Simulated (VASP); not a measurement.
# Hf (Pmmn) in VASP: a series of runs

Runs on Hf. Level: PBE. Tasks: single point, relaxation of cell and atoms.

Program: VASP 6.6.1. These are calculated values, not measurements. Logs are shortened: lines on timing, memory, paths and dates and some standing lists are left out, and cuts for length are marked.

## 1. The cell of the first run

Symmetry: Pmmn, No. 59, orthorhombic system. Conventional cell: a = 3.029 Å, b = 4.593 Å, c = 3.142 Å, α = 90.00°, β = 90.00°, γ = 90.00°. Hf (site symmetry mm2) has 12 Hf at 2.90 to 3.54 Å within 3.8 Å.

## 2. Single point, PBE

INCAR

```
SYSTEM = Hf
PREC = Accurate
ENCUT = 520
EDIFF = 1E-6
ISMEAR = 0
SIGMA = 0.1
LREAL = .False.
LASPH = .True.
NELM = 100
ALGO = Fast
ISIF = 2
LWAVE = .False.
LCHARG = .True.
GGA = PE
LELF = .True.
LVHAR = .True.
NBANDS = 17
```

KPOINTS

```
Automatic mesh
0
Gamma
  6 4 6
  0 0 0
```

POSCAR

```
Hf
1.0
    3.0293760400      0.0000000000      0.0000000000
    0.0000000000      4.5925849300      0.0000000000
    0.0000000000      0.0000000000      3.1418384500
Hf
2
Direct
    0.0000000000      0.0000000000      0.6448895300
    0.5000000000      0.5000000000      0.3551104700
```

Potentials or basis: VASP PAW PBE potentials, release 64 (Hf_pv).

On the command line:

```sh
$ cat potpaw_PBE.64/Hf_pv/POTCAR > POTCAR
$ mpirun -np 1 vasp_std > vasp.out
```

OUTCAR:

```text
SYSTEM = Hf
   PREC = Accurate
   ENCUT = 520
   EDIFF = 1E-6
   ISMEAR = 0
   LREAL = .False.
   LASPH = .True.
   NELM = 100
   ISIF = 2
   GGA = PE

 ion  position               nearest neighbor table
   1  0.000  0.000  0.645-   2 2.90   2 2.90   2 2.90   2 2.90   2 3.54   2 3.54   2 3.54   2 3.54

   2  0.500  0.500  0.355-   1 2.90   1 2.90   1 2.90   1 2.90   1 3.54   1 3.54   1 3.54   1 3.54

  LATTYP: Found a simple orthorhombic cell.
 ALAT       =     3.0293760400
 B/A-ratio  =     1.0371239518
 C/A-ratio  =     1.5160167867

  Lattice vectors:

 A1 = (  -3.0293760400,   0.0000000000,   0.0000000000)
 A2 = (   0.0000000000,   0.0000000000,   3.1418384500)
 A3 = (   0.0000000000,   4.5925849300,   0.0000000000)

Analysis of symmetry for initial positions (statically):
=====================================================================
 Subroutine PRICEL returns:
 Original cell was already a primitive cell.

 Routine SETGRP: Setting up the symmetry group for a
 simple orthorhombic supercell.

 Subroutine GETGRP returns: Found  8 space group operations
 (whereof  4 operations were pure point group operations)
 out of a pool of  8 trial point group operations.

The static configuration has the point symmetry C_2v.
 The point group associated with its full space group is D_2h.

Analysis of symmetry for dynamics (positions and initial velocities):
=====================================================================
 Subroutine PRICEL returns:
 Original cell was already a primitive cell.

 Routine SETGRP: Setting up the symmetry group for a
 simple orthorhombic supercell.

 Subroutine GETGRP returns: Found  8 space group operations
 (whereof  4 operations were pure point group operations)
 out of a pool of  8 trial point group operations.

The dynamic configuration has the point symmetry C_2v.
 The point group associated with its full space group is D_2h.

 Subroutine INISYM returns: Found  8 space group operations
 (whereof  4 operations are pure point group operations),
 and found     1 'primitive' translations

----------------------------------------------------------------------------------------

                                     Primitive cell

  volume of cell :      43.7114

  direct lattice vectors                    reciprocal lattice vectors
     3.029376040  0.000000000  0.000000000     0.330100980  0.000000000  0.000000000
     0.000000000  4.592584930  0.000000000     0.000000000  0.217742299  0.000000000
     0.000000000  0.000000000  3.141838450     0.000000000  0.000000000  0.318284984

  length of vectors
     3.029376040  4.592584930  3.141838450     0.330100980  0.217742299  0.318284984

  position of ions in fractional coordinates (direct lattice)
     0.000000000  0.000000000  0.644889530
     0.500000000  0.500000000  0.355110470

  ion indices of the primitive-cell ions
   primitive index   ion index
                 1           1
                 2           2

----------------------------------------------------------------------------------------

 KPOINTS: Automatic mesh

Automatic generation of k-mesh.
 Grid dimensions read from file:
 generate k-points for:    6    4    6

 Generating k-lattice:

  Cartesian coordinates                     Fractional coordinates (reciprocal lattice)
     0.055016830  0.000000000  0.000000000     0.166666667  0.000000000  0.000000000
     0.000000000  0.054435575  0.000000000     0.000000000  0.250000000  0.000000000
     0.000000000  0.000000000  0.053047497     0.000000000  0.000000000  0.166666667

  Length of vectors
     0.055016830  0.054435575  0.053047497

  Shift w.r.t. Gamma in fractional coordinates (k-lattice)
     0.000000000  0.000000000  0.000000000

 Subroutine IBZKPT returns following result:
 ===========================================

 Found     48 irreducible k-points:

 Following reciprocal coordinates:
            Coordinates               Weight
  0.000000  0.000000  0.000000      1.000000
  0.166667  0.000000  0.000000      2.000000
  0.333333  0.000000  0.000000      2.000000
  0.500000  0.000000  0.000000      1.000000
  0.000000  0.250000  0.000000      2.000000
  0.166667  0.250000  0.000000      4.000000
[... 16 lines left out ...]
  0.333333  0.500000  0.166667      4.000000
  0.500000  0.500000  0.166667      2.000000
 [... further k-points ...]
   k-points           NKPTS =     48   k-points in BZ     NKDIM =     48   number of bands    NBANDS=     17
   number of dos      NEDOS =    301   number of ions     NIONS =      2
   total plane-waves  NPLWV =  20736
   dimension x,y,z NGX =    24 NGY =   36 NGZ =   24
   dimension x,y,z NGXF=    48 NGYF=   72 NGZF=   48
   ions per type =               2
   NGX,Y,Z   is equivalent  to a cutoff of  13.17, 13.03, 12.70 a.u.
   NGXF,Y,Z  is equivalent  to a cutoff of  26.34, 26.06, 25.40 a.u.
 SYSTEM =  Hf
   PREC   = accura    normal or accurate (medium, high low for compatibility)
   ISTART =      0    job   : 0-new  1-cont  2-samecut
   ICHARG =      2    charge: 1-file 2-atom 10-const
   ISPIN  =      1    spin polarized calculation?
   LNONCOLLINEAR =      F non collinear calculations
   LSORBIT =      F    spin-orbit coupling
   LASPH  =      T    aspherical Exc in radial PAW
   ENCUT  =  520.0 eV  38.22 Ry    6.18 a.u.   5.63  8.54  5.84*2*pi/ulx,y,z
   NELM   =    100;   NELMIN=  2; NELMDL= -5     # of ELM steps
   EDIFF  = 0.1E-05   stopping-criterion for ELM
   LREAL  =      F    real-space projection
   EDIFFG = 0.1E-04   stopping-criterion for IOM
   NSW    =      0    number of steps for IOM
   IBRION =     -1    ionic relax: 0-MD 1-quasi-New 2-CG
   NFREE  =      0    steps in history (QN), initial steepest desc. (CG)
   ISIF   =      2    stress and relaxation
   ISYM   =      2    0-nonsym 1-usesym 2-fastsym
   POTIM  = 0.5000    time-step for ionic-motion
   TEBEG  =    0.0;   TEEND  =   0.0 temperature during run
   PSTRESS=    0.0 pullay stress
   NELECT =      20.0000    total number of electrons
   NUPDOWN=      -1.0000    fix difference up-down
   EMIN   =  10.00;   EMAX   =-10.00  energy-range for DOS
   EFERMI =   0.00;   METHOD = LEGACY
   ISMEAR =     0;   SIGMA  =   0.10  broadening in eV -4-tet -1-fermi 0-gaus
   EFERMI_NEDOS =   21; number of points for ismear=-14 and -15
   IALGO  =     68    algorithm
   IMIX   =      4    mixing-type and parameters
     AMIX     =   0.40;   BMIX     =  1.00
     AMIX_MAG =   1.60;   BMIX_MAG =  1.00
  volume/ion in A,a.u.               =      21.86       147.49
  Fermi-wavevector in a.u.,A,eV,Ry     =   1.261499  2.383887 21.652020  1.591379
  Thomas-Fermi vector in A             =   2.394955
   LORBIT       =      0    0 simple, 1 ext, 2 COOP (PROOUT), +10 PAW based schemes
   GGA     = PE    functional components
   LHFCALC =     F    Hartree Fock is set to
   AEXX    =    0.0000 exact exchange contribution
   IVDW    =     0    specifies the selected vdW correction
   LEPSILON=     F    determine dielectric tensor
   LRPA    =     F    only Hartree local field effects (RPA)
 non-spin polarized calculation
 RMM-DIIS sequential band-by-band and
 Gauss-broadening in eV      SIGMA  =   0.10
  energy-cutoff  :      520.00
  volume of cell :       43.71
 maximum number of plane-waves:      1190
 NGX is ok and might be reduce to    24
   NGX = 11   NGY = 17   NGZ = 11

 number of electron      19.9999999 magnetization

 Free energy of the ion-electron system (eV)
  ---------------------------------------------------
  ext. energy  EPLUGINS =         0.00000000
  ---------------------------------------------------
  free energy    TOTEN  =       -19.15395085 eV

  energy without entropy =      -19.14610642  energy(sigma->0) =      -19.15002864

 E-fermi :   4.7025     XC(G=0): -11.3517

 val. band max:        4.6870603345   @ k =   0.5000   0.2500   0.0000
 cond. band min:       4.7098611072   @ k =   0.5000   0.0000   0.1667
 fundamental gap:      0.0228007727
 Fermi energy:         4.7024700343

 k-point     1 :       0.0000    0.0000    0.0000
  band No.  band energies     occupation
      1     -26.1275      2.00000
      2     -25.3175      2.00000
      3     -25.2553      2.00000
      4     -25.1661      2.00000
      5     -24.9230      2.00000
      6     -24.9154      2.00000
[... 9 lines left out ...]
     16      10.2070      0.00000
     17      10.6976      0.00000

 k-point     2 :       0.1667    0.0000    0.0000
  band No.  band energies     occupation
      1     -26.0346      2.00000
      2     -25.4742      2.00000
      3     -25.2708      2.00000
      4     -25.1428      2.00000
      5     -25.0888      2.00000
      6     -24.9820      2.00000
[... 9 lines left out ...]
     16       9.3454      0.00000
     17      10.2451      0.00000

 k-point     3 :       0.3333    0.0000    0.0000
  band No.  band energies     occupation
      1     -25.7876      2.00000
      2     -25.7398      2.00000
      3     -25.5702      2.00000
      4     -25.1765      2.00000
      5     -25.1478      2.00000
      6     -25.1196      2.00000
[... 9 lines left out ...]
     16       9.6537      0.00000
     17      10.8594      0.00000

 k-point     4 :       0.5000    0.0000    0.0000
  band No.  band energies     occupation
      1     -25.8115      2.00000
      2     -25.8115      2.00000
      3     -25.4690      2.00000
      4     -25.4690      2.00000
      5     -25.1207      2.00000
      6     -25.1207      2.00000
[... 9 lines left out ...]
     16       9.2795      0.00000
     17      13.0490      0.00000

 k-point     5 :       0.0000    0.2500    0.0000
  band No.  band energies     occupation
      1     -25.9877      2.00000
      2     -25.3366      2.00000
      3     -25.2614      2.00000
      4     -25.1529      2.00000
      5     -25.0114      2.00000
      6     -24.9825      2.00000
[... 9 lines left out ...]
     16       9.8097      0.00000
     17      10.7464      0.00000

 k-point     6 :       0.1667    0.2500    0.0000
  band No.  band energies     occupation
      1     -25.9562      2.00000
      2     -25.4205      2.00000
      3     -25.3859      2.00000
      4     -25.1572      2.00000
      5     -25.1243      2.00000
      6     -24.9628      2.00000
[... 9 lines left out ...]
     16       9.6417      0.00000
     17      10.1827      0.00000

 k-point     7 :       0.3333    0.2500    0.0000
  band No.  band energies     occupation
      1     -25.9817      2.00000
      2     -25.7639      2.00000
      3     -25.4423      2.00000
      4     -25.1618      2.00000
      5     -25.1066      2.00000
      6     -25.0722      2.00000
[... 9 lines left out ...]
     16       9.2642      0.00000
     17      10.5524      0.00000

 k-point     8 :       0.5000    0.2500    0.0000
  band No.  band energies     occupation
      1     -26.0001      2.00000
      2     -26.0001      2.00000
      3     -25.2693      2.00000
      4     -25.2693      2.00000
      5     -25.1190      2.00000
      6     -25.1190      2.00000
[... 9 lines left out ...]
     16       9.1325      0.00000
     17      12.6602      0.00000
[... 203 lines left out ...]
      1     -25.9526      2.00000
      2     -25.7584      2.00000
      3     -25.4790      2.00000
      4     -25.2480      2.00000
      5     -25.1916      2.00000
      6     -25.0783      2.00000
[... 9 lines left out ...]
     16       9.8873      0.00000
     17      10.9550      0.00000

 k-point    20 :       0.5000    0.2500    0.1667
  band No.  band energies     occupation
      1     -25.9791      2.00000
      2     -25.9791      2.00000
      3     -25.3110      2.00000
      4     -25.3110      2.00000
      5     -25.1856      2.00000
      6     -25.1856      2.00000
[... 9 lines left out ...]
     16      10.1087      0.00000
     17      12.6183      0.00000

 k-point    21 :       0.0000    0.5000    0.1667
  band No.  band energies     occupation
      1     -25.6934      2.00000
      2     -25.6934      2.00000
      3     -25.1672      2.00000
      4     -25.1672      2.00000
      5     -25.1138      2.00000
      6     -25.1138      2.00000
[... 9 lines left out ...]
     16       9.9224      0.00000
     17      10.6894      0.00000

 k-point    22 :       0.1667    0.5000    0.1667
  band No.  band energies     occupation
      1     -25.7377      2.00000
      2     -25.7377      2.00000
      3     -25.2973      2.00000
      4     -25.2973      2.00000
      5     -25.0684      2.00000
      6     -25.0684      2.00000
[... 9 lines left out ...]
     16       8.7718      0.00000
     17      11.2257      0.00000

 k-point    23 :       0.3333    0.5000    0.1667
  band No.  band energies     occupation
      1     -25.9512      2.00000
      2     -25.9512      2.00000
      3     -25.3152      2.00000
      4     -25.3152      2.00000
      5     -25.0821      2.00000
      6     -25.0821      2.00000
[... 9 lines left out ...]
     16       9.4481      0.00000
     17      11.5002      0.00000

 k-point    24 :       0.5000    0.5000    0.1667
  band No.  band energies     occupation
      1     -26.0859      2.00000
      2     -26.0859      2.00000
      3     -25.2640      2.00000
      4     -25.2640      2.00000
      5     -25.1152      2.00000
      6     -25.1152      2.00000
[... 9 lines left out ...]
     16      10.3115      0.00000
     17      11.6791      0.00000

 [... further k-points ...]

------------------------ aborting loop because EDIFF is reached ----------------------------------------

  FORCE on cell =-STRESS in cart. coord.  units (eV):
  Direction    XX          YY          ZZ          XY          YZ          ZX
  --------------------------------------------------------------------------------------
  -------------------------------------------------------------------------------------
  Total        1.0339318      3.2421914      0.5049145      0.0000000      0.0000000      0.0000000
  in kB       37.8972989    118.8379099     18.5069215      0.0000000      0.0000000      0.0000000
  external PRESSURE =      58.4140435 kB  Pullay stress =       0.0000000 kB

 VOLUME and BASIS-vectors are now :
 -----------------------------------------------------------------------------
  energy-cutoff  :      520.00
  volume of cell :       43.71
      direct lattice vectors                 reciprocal lattice vectors
     3.029376040  0.000000000  0.000000000     0.330100980  0.000000000  0.000000000
     0.000000000  4.592584930  0.000000000     0.000000000  0.217742299  0.000000000
     0.000000000  0.000000000  3.141838450     0.000000000  0.000000000  0.318284984

 POSITION                                       TOTAL-FORCE (eV/Angst)
 -----------------------------------------------------------------------------------
      0.00000      0.00000      2.02614         0.000000      0.000000      1.568819
      1.51469      2.29629      1.11570         0.000000      0.000000     -1.568819
 -----------------------------------------------------------------------------------
    total drift:                                0.000000     -0.000000     -0.000000

  FREE ENERGIE OF THE ION-ELECTRON SYSTEM (eV)
  ---------------------------------------------------
  free  energy   TOTEN  =       -19.1539508532 eV

  energy  without entropy=      -19.1461064244  energy(sigma->0) =      -19.15002864
```

Wall time 15 s (1 thread of Intel Xeon Platinum 8488C (Sapphire Rapids), shared host); peak memory 0.16 GiB.

Results:

```yaml
Free_energy: -19.1540 eV
Pressure: 5.8 GPa
Largest_force: 1.569 eV/Å
Band_gap_on_the_k_mesh: zero (band 10 reaches 5.30 eV, above the bottom of band 11 at 4.47 eV)
```

Forces in eV/Å, atoms in the order of the input:
```
Hf   0.000  0.000  1.569
Hf   0.000  0.000 -1.569
```

Caveat: spin-orbit coupling is left out, which moves the levels of the heavy elements; forces of over 1 eV/Å act on the atoms, so gaps and moduli don't describe the material at rest.

## 3. Relaxation of cell and atoms, PBE

INCAR

```
SYSTEM = Hf
PREC = Accurate
ENCUT = 600
EDIFF = 1E-6
ISMEAR = 0
SIGMA = 0.1
LREAL = .FALSE.
LASPH = .TRUE.
NELM = 80
ALGO = Normal
ISIF = 3
LWAVE = .FALSE.
LCHARG = .FALSE.
GGA = PE
IBRION = 2
NSW = 90
EDIFFG = -0.04
```

KPOINTS

```
regular mesh
0
G
  6 4 6
  0 0 0
```

POSCAR is that of step 2.

Potentials or basis: VASP PAW PBE potentials, release 64 (Hf_pv).

On the command line:

```sh
$ cat potpaw_PBE.64/Hf_pv/POTCAR > POTCAR
$ mpirun -np 1 vasp_std > vasp.out
```

Run time: 2.2 min. Hardware: 1 thread of Intel Xeon Platinum 8488C (Sapphire Rapids), shared host; peak memory 0.19 GiB.

It converged, with:

| Property | Result |
| --- | --- |
| Free energy | -19.7370 eV |
| Relaxed volume | 22.47 Å³/atom |
| Relaxed cell | a = 3.148 Å, b = 4.539 Å, c = 3.146 Å, α = 90.00°, β = 90.00°, γ = 90.00° |
| Space group after relaxing (to 0.05 Å) | I4/mmm (No. 139) |
| Energy gained by relaxing | 291.3 meV/atom |
| Ionic steps | 16 |
| Pressure after relaxing | 0.2 GPa |
| Band gap on the k mesh | zero (band 10 reaches 5.95 eV, above the bottom of band 11 at 4.25 eV) |

Forces on the atoms (eV/Å):
```
Hf   0.000  0.000 -0.002
Hf   0.000  0.000  0.002
```

The path:
```tsv
step	energy change (eV)	largest force (eV/Å)	pressure (GPa)	volume (Å³)
1	0.0000	1.5690	5.68	43.71
2	-0.1902	0.8789	-6.00	48.75
3	-0.1972	0.9361	-4.29	47.81
4	-0.3506	0.7685	-0.90	45.67
5	-0.4056	0.4842	3.27	43.68
6	-0.4947	0.0792	0.93	44.55
7	-0.5295	0.2041	-1.25	45.57
8	-0.5569	0.3853	1.23	44.58
9	-0.5585	0.3453	0.78	44.77
10	-0.5705	0.2304	-0.83	45.46
11	-0.5715	0.1923	-1.44	45.73
12	-0.5789	0.1160	-0.29	45.20
13	-0.5799	0.0837	0.32	44.93
14	-0.5815	0.0522	0.09	45.02
15	-0.5826	0.0106	-0.29	45.18
16	-0.5827	0.0024	0.25	44.94
```

Final structure:
```cif
data_structure
_symmetry_space_group_name_H-M 'P 1'
_symmetry_Int_Tables_number 1
_cell_length_a 3.1479
_cell_length_b 4.5387
_cell_length_c 3.1455
_cell_angle_alpha 90.000
_cell_angle_beta 90.000
_cell_angle_gamma 90.000
_cell_volume 44.94
loop_
_atom_site_label
_atom_site_type_symbol
_atom_site_fract_x
_atom_site_fract_y
_atom_site_fract_z
_atom_site_occupancy
Hf1 Hf 0.00000 0.00000 0.75033 1
Hf2 Hf 0.50000 0.50000 0.24967 1
```

Levels at points of the mesh, in eV from the Fermi level:
```csv
k point,band 6,band 7,band 8,band 9,band 10,band 11,band 12,band 13,band 14
"(0.00, 0.00, 0.00)",-30.02,-7.17,-3.24,-2.06,1.26,1.49,1.50,2.31,4.02
"(0.50, 0.00, 0.00)",-30.12,-2.83,-2.83,-0.42,-0.42,-0.01,-0.01,2.61,2.61
"(0.00, 0.50, 0.00)",-30.16,-4.74,-4.74,-0.74,-0.74,1.34,1.34,3.19,3.19
"(0.50, 0.50, 0.00)",-30.12,-3.60,-3.60,0.59,0.59,1.07,1.07,1.33,1.33
"(0.00, 0.00, 0.50)",-30.12,-2.83,-2.82,-0.43,-0.42,-0.01,0.00,2.60,2.60
"(0.50, 0.00, 0.50)",-30.30,-3.19,-3.19,-2.11,-2.11,2.62,2.62,6.28,6.28
"(0.00, 0.50, 0.50)",-30.12,-3.60,-3.60,0.60,0.60,1.08,1.08,1.32,1.32
"(0.50, 0.50, 0.50)",-30.31,-1.81,-1.81,-0.36,-0.36,-0.35,-0.35,2.42,2.42
```

Caveat: spin-orbit coupling is left out, which moves the levels of the heavy elements.
